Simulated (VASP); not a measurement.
Wanted: the native input for a VASP 6.6.1 run.

| Item | Value |
| --- | --- |
| Task | single point |
| Functional | LDA |
| Potentials or basis | VASP PAW LDA potentials, release 64 (Ir) |
| Cutoff | 520 eV |
| k mesh | 12 × 12 × 12 |
| Occupations | fermi-dirac, width 0.05 eV |
| Spin | no spin polarisation |
| Dipole correction | no |
| Further INCAR settings | ALGO = Normal; EDIFF = 1e-07; NBANDS = 10 |

The structure of Ir lies in POSCAR:

```
Ir
1.0
    0.0000000000      1.9156000000      1.9156000000
    1.9156000000      0.0000000000      1.9156000000
    1.9156000000      1.9156000000      0.0000000000
Ir
1
Direct
    0.0000000000      0.0000000000      0.0000000000
```

One way to write it, as run:

INCAR

```
PREC = Accurate
ENCUT = 520
EDIFF = 1E-7
ISMEAR = -1
SIGMA = 0.05
LREAL = F
LASPH = T
NELM = 80
ALGO = Normal
ISIF = 2
LWAVE = F
LCHARG = F
NBANDS = 10
```

KPOINTS

```
Automatic mesh
0
Gamma
  12 12 12
```

Potentials or basis: VASP PAW LDA potentials, release 64 (Ir).

The run is started by

```bash
$ cat potpaw_LDA.64/Ir/POTCAR > POTCAR
$ mpirun -np 1 vasp_std > vasp.out
```

It gave:

- Pressure: -4.2 GPa

Wall time 5.9 s on 1 thread of Intel(R) Xeon(R) Platinum 8488C (Sapphire Rapids) (shared host), peak memory 0.13 GiB.
